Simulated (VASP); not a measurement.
Si, 2 atoms in the cell. Symmetry: Fd-3m, No. 227, cubic system. Conventional cell: a = 5.128 Å, b = 5.128 Å, c = 5.128 Å, α = 90.00°, β = 90.00°, γ = 90.00°. Si (site symmetry -43m) has 4 Si at 2.22 Å within 2.9 Å. 

* Program: VASP 6.6.1
* Task: single point
* Functional: PBEsol
* Potentials or basis: VASP PAW PBE potentials, release 64 (Si)
* Cutoff: 520 eV
* k mesh: 16 × 16 × 16
* Occupations: gaussian, width 0.05 eV
* Spin: no spin polarisation
* Dipole correction: no
* Further INCAR settings: ALGO = Normal; EDIFF = 1e-06; NBANDS = 11

Potentials or basis: VASP PAW PBE potentials, release 64 (Si).

Command:

```console
$ cat potpaw_PBE.64/Si/POTCAR > POTCAR
$ mpirun -np 1 vasp_std > vasp.out
```

Hardware: 1 thread of Intel(R) Xeon(R) Platinum 8488C (Sapphire Rapids), on a shared host.

Estimate the wall time of this run.

It took 26 s on 1 thread of Intel(R) Xeon(R) Platinum 8488C (Sapphire Rapids), on a shared host, peak memory 0.17 GiB. Counts: scf iterations 11, k points 145.
